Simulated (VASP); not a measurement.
# NaCl (Fm-3m) in VASP: further runs

NaCl is run at these levels: PBE-based screened hybrid, r2SCAN, revPBE, BLYP; tasks: single point, relaxation of cell and atoms.

Everything below comes from runs of VASP 6.6.1. Logs are shortened: lines on timing, memory, paths and dates and some standing lists are left out, and cuts for length are marked.

## (1) The cell of the first run

The structure is cubic, space group Fm-3m (No. 225). Conventional cell: a = 5.588 Å, b = 5.588 Å, c = 5.588 Å, α = 90.00°, β = 90.00°, γ = 90.00°. Cl (site symmetry m-3m) has 6 Na at 2.79 Å within 3.7 Å. Na (site symmetry m-3m) has 6 Cl at 2.79 Å within 3.7 Å.

## (2) Single point, PBE-based screened hybrid

File POSCAR:

```
NaCl
1.0
    0.0000000000      2.7940632177      2.7940632177
    2.7940632177      0.0000000000      2.7940632177
    2.7940632177      2.7940632177      0.0000000000
Cl Na
1 1
Direct
    0.5000000000      0.5000000000      0.5000000000
    0.0000000000      0.0000000000      0.0000000000
```

File INCAR.step1:

```
SYSTEM = NaCl
PREC = Accurate
ENCUT = 520
EDIFF = 1E-5
ISMEAR = -1
SIGMA = 0.05
LREAL = .FALSE.
LASPH = .TRUE.
NELM = 60
ALGO = Normal
ISIF = 2
LWAVE = .TRUE.
GGA = PE
NBANDS = 14
```

File INCAR.step2:

```
SYSTEM = NaCl
PREC = Accurate
ENCUT = 520
EDIFF = 1E-7
ISMEAR = -1
SIGMA = 0.05
LREAL = .FALSE.
LASPH = .TRUE.
NELM = 60
ALGO = Normal
ISIF = 2
LWAVE = .FALSE.
LCHARG = .TRUE.
GGA = PE
LHFCALC = .TRUE.
AEXX = 0.25
HFSCREEN = 0.1
PRECFOCK = Normal
LELF = .TRUE.
LVHAR = .TRUE.
ISTART = 1
NBANDS = 14
```

File KPOINTS:

```
Automatic mesh
0
G
  4 4 4
  0 0 0
```

Potentials or basis: VASP PAW PBE potentials, release 64 (Cl, Na_pv).

The run is started by

```sh
$ cat potpaw_PBE.64/Cl/POTCAR potpaw_PBE.64/Na_pv/POTCAR > POTCAR
$ cp INCAR.step1 INCAR
$ mpirun -np 1 vasp_std > vasp.out
$ cp INCAR.step2 INCAR
$ mpirun -np 1 vasp_std > vasp.out
```

OUTCAR:

```text
SYSTEM = NaCl
   PREC = Accurate
   ENCUT = 520
   EDIFF = 1E-7
   ISMEAR = -1
   LREAL = .FALSE.
   LASPH = .TRUE.
   NELM = 60
   ISIF = 2
   GGA = PE
   LHFCALC = .TRUE.
   AEXX = 0.25
   HFSCREEN = 0.1
   PRECFOCK = Normal
   ISTART = 1

 ion  position               nearest neighbor table
   1  0.500  0.500  0.500-
   2  0.000  0.000  0.000-

  LATTYP: Found a face centered cubic cell.
 ALAT       =     5.5881264354

  Lattice vectors:

 A1 = (   0.0000000000,   2.7940632177,   2.7940632177)
 A2 = (   2.7940632177,   0.0000000000,   2.7940632177)
 A3 = (   2.7940632177,   2.7940632177,   0.0000000000)

Analysis of symmetry for initial positions (statically):
=====================================================================
 Subroutine PRICEL returns:
 Original cell was already a primitive cell.

 Routine SETGRP: Setting up the symmetry group for a
 face centered cubic supercell.

 Subroutine GETGRP returns: Found 48 space group operations
 (whereof 48 operations were pure point group operations)
 out of a pool of 48 trial point group operations.

The static configuration has the point symmetry O_h .

Analysis of symmetry for dynamics (positions and initial velocities):
=====================================================================
 Subroutine PRICEL returns:
 Original cell was already a primitive cell.

 Routine SETGRP: Setting up the symmetry group for a
 face centered cubic supercell.

 Subroutine GETGRP returns: Found 48 space group operations
 (whereof 48 operations were pure point group operations)
 out of a pool of 48 trial point group operations.

The dynamic configuration has the point symmetry O_h .

 Subroutine INISYM returns: Found 48 space group operations
 (whereof 48 operations are pure point group operations),
 and found     1 'primitive' translations

----------------------------------------------------------------------------------------

                                     Primitive cell

  volume of cell :      43.6253

  direct lattice vectors                    reciprocal lattice vectors
     0.000000000  2.794063218  2.794063218    -0.178950854  0.178950854  0.178950854
     2.794063218  0.000000000  2.794063218     0.178950854 -0.178950854  0.178950854
     2.794063218  2.794063218  0.000000000     0.178950854  0.178950854 -0.178950854
[... 82 lines left out ...]
   ISMEAR =    -1;   SIGMA  =   0.05  broadening in eV -4-tet -1-fermi 0-gaus
   EFERMI_NEDOS =   21; number of points for ismear=-14 and -15
   IALGO  =     38    algorithm
   IMIX   =      1    mixing-type and parameters
     AMIX     =   0.40;   BMIX     =  1.00
     AMIX_MAG =   1.60;   BMIX_MAG =  1.00
  volume/ion in A,a.u.               =      21.81       147.20
  Fermi-wavevector in a.u.,A,eV,Ry     =   1.120825  2.118053 17.092312  1.256249
  Thomas-Fermi vector in A             =   2.257475
   LORBIT       =      0    0 simple, 1 ext, 2 COOP (PROOUT), +10 PAW based schemes
   GGA     = PE    functional components
   LHFCALC =     T    Hartree Fock is set to
   PRECFOCK=normal    Normal, Fast or Accurate (Low or Medium for compatibility)
   ENCUT4O =  -1.0   cutoff for four orbital integrals eV
   NKREDX  =     1    reduce k-point grid by
   NKREDY  =     1    reduce k-point grid by
   NKREDZ  =     1    reduce k-point grid by
   AEXX    =    0.2500 exact exchange contribution
   HFSCREEN=    0.1000 screening length (either q_TF or 0.3 A-1)
   HFSCREENC=   0.1000 screening length for correlation (either q_TF or 0.3 A-1)
   ENCUTFOCK=  -1.0 apply spherical cutoff to Coloumb kernel
   IVDW    =     0    specifies the selected vdW correction
   LEPSILON=     F    determine dielectric tensor
   LRPA    =     F    only Hartree local field effects (RPA)
 non-spin polarized calculation
  energy-cutoff  :      520.00
  volume of cell :       43.63
 maximum number of plane-waves:      1211
 NGX is ok and might be reduce to    30
  NGX = 24; NGY = 24; NGZ = 24

 number of electron      14.0000007 magnetization

 Free energy of the ion-electron system (eV)
  ---------------------------------------------------
  ext. energy  EPLUGINS =         0.00000000
  ---------------------------------------------------
  free energy    TOTEN  =        -8.13393917 eV

  energy without entropy =       -8.13393917  energy(sigma->0) =       -8.13393917

 E-fermi :  -0.6926     XC(G=0):  -6.7009

 val. band max:       -1.7663203613   @ k =   0.0000   0.0000   0.0000
 cond. band min:       5.1920179514   @ k =   0.0000   0.0000   0.0000
 fundamental gap:      6.9583383128
 Fermi energy:        -0.6925894555

 k-point     1 :       0.0000    0.0000    0.0000
  band No.  band energies     occupation
      1     -24.6128      2.00000
      2     -24.6128      2.00000
      3     -24.6128      2.00000
      4     -15.7061      2.00000
      5      -1.7663      2.00000
      6      -1.7663      2.00000
      7      -1.7663      2.00000
      8       5.1920      0.00000
      9      11.2747      0.00000
     10      11.2747      0.00000
     11      11.2747      0.00000
     12      13.6488      0.00000
     13      13.6488      0.00000
     14      14.9798      0.00000
[... 105 lines left out ...]
      1     -24.6277      2.00000
      2     -24.6277      2.00000
      3     -24.6235      2.00000
      4     -15.2330      2.00000
      5      -3.1062      2.00000
      6      -3.1062      2.00000
      7      -2.6069      2.00000
      8       9.0857      0.00000
      9       9.8325      0.00000
     10       9.8325      0.00000
     11      11.7001      0.00000
     12      16.2821      0.00000
     13      16.2821      0.00000
     14      16.9587      0.00000

------------------------ aborting loop because EDIFF is reached ----------------------------------------

  FORCE on cell =-STRESS in cart. coord.  units (eV):
  Direction    XX          YY          ZZ          XY          YZ          ZX
  --------------------------------------------------------------------------------------
  -------------------------------------------------------------------------------------
  Total        0.2440089      0.2440089      0.2440089     -0.0000000     -0.0000000      0.0000000
  in kB        8.9614361      8.9614361      8.9614361     -0.0000000     -0.0000000      0.0000000
  external PRESSURE =       8.9614361 kB  Pullay stress =       0.0000000 kB

 VOLUME and BASIS-vectors are now :
 -----------------------------------------------------------------------------
  energy-cutoff  :      520.00
  volume of cell :       43.63
      direct lattice vectors                 reciprocal lattice vectors
     0.000000000  2.794063218  2.794063218    -0.178950854  0.178950854  0.178950854
     2.794063218  0.000000000  2.794063218     0.178950854 -0.178950854  0.178950854
     2.794063218  2.794063218  0.000000000     0.178950854  0.178950854 -0.178950854

 POSITION                                       TOTAL-FORCE (eV/Angst)
 -----------------------------------------------------------------------------------
      2.79406      2.79406      2.79406         0.000000      0.000000      0.000000
      0.00000      0.00000      0.00000        -0.000000      0.000000     -0.000000
 -----------------------------------------------------------------------------------
    total drift:                               -0.000001     -0.000001     -0.000001

  FREE ENERGIE OF THE ION-ELECTRON SYSTEM (eV)
  ---------------------------------------------------
  free  energy   TOTEN  =        -8.1339391692 eV

  energy  without entropy=       -8.1339391691  energy(sigma->0) =       -8.13393917
```

OUTCAR.step1:

```text
SYSTEM = NaCl
   PREC = Accurate
   ENCUT = 520
   EDIFF = 1E-5
   ISMEAR = -1
   LREAL = .FALSE.
[... 339 lines left out ...]
      2.79406      2.79406      2.79406        -0.000000      0.000000     -0.000000
      0.00000      0.00000      0.00000         0.000000      0.000000      0.000000
 -----------------------------------------------------------------------------------
    total drift:                               -0.000000      0.000000      0.000000

  FREE ENERGIE OF THE ION-ELECTRON SYSTEM (eV)
  ---------------------------------------------------
  free  energy   TOTEN  =        -6.7639030560 eV

  energy  without entropy=       -6.7639030559  energy(sigma->0) =       -6.76390306
```

OSZICAR.step1:

```text
N       E                     dE             d eps       ncg     rms          rms(c)
DAV:   1     0.105112844377E+03    0.10511E+03   -0.71565E+03   224   0.102E+03
DAV:   2     0.186878441528E+01   -0.10324E+03   -0.95778E+02   230   0.278E+02
DAV:   3    -0.681685384154E+01   -0.86856E+01   -0.86289E+01   296   0.761E+01
DAV:   4    -0.695478255847E+01   -0.13793E+00   -0.13785E+00   272   0.101E+01
DAV:   5    -0.695783328814E+01   -0.30507E-02   -0.30502E-02   280   0.157E+00    0.216E+00
DAV:   6    -0.676993771268E+01    0.18790E+00   -0.30909E-01   278   0.328E+00    0.162E+00
DAV:   7    -0.675842265641E+01    0.11515E-01   -0.82343E-02   292   0.166E+00    0.111E+00
DAV:   8    -0.676392822400E+01   -0.55056E-02   -0.95815E-03   260   0.858E-01    0.305E-01
DAV:   9    -0.676380217638E+01    0.12605E-03   -0.22483E-04   278   0.117E-01    0.155E-01
DAV:  10    -0.676391377793E+01   -0.11160E-03   -0.28989E-04   278   0.137E-01    0.698E-02
DAV:  11    -0.676390263018E+01    0.11148E-04   -0.21176E-05   260   0.436E-02    0.108E-02
DAV:  12    -0.676390305596E+01   -0.42578E-06   -0.16288E-06   190   0.126E-02
   1 F= -.67639031E+01 E0= -.67639031E+01  d E =-.365279E-10
```

Wall time 4.7 min (1 thread of AMD EPYC 7R13 (Zen 3), shared host); peak memory 0.23 GiB.

What came out:

```
Free energy            : -8.1339 eV
Pressure               : 0.9 GPa
Band gap on the k mesh : 6.96 eV, direct
```

Levels at points of the mesh, in eV from the valence-band top:
```csv
k point,band 4,band 5,band 6,band 7,band 8,band 9,band 10,band 11
"(0.00, 0.00, 0.00)",-13.94,0.00,0.00,0.00,6.96,13.04,13.04,13.04
"(0.50, 0.00, 0.00)",-13.54,-2.15,-0.30,-0.30,9.05,12.87,12.96,12.96
"(0.50, 0.50, 0.00)",-13.49,-1.88,-0.68,-0.68,9.46,9.76,13.49,17.14
```

Caveat: the k points lie up to 0.49 Å⁻¹ apart; the PAW data sets were made with another functional, which shifts forces and pressure a little.

[end of part 1 of 2]
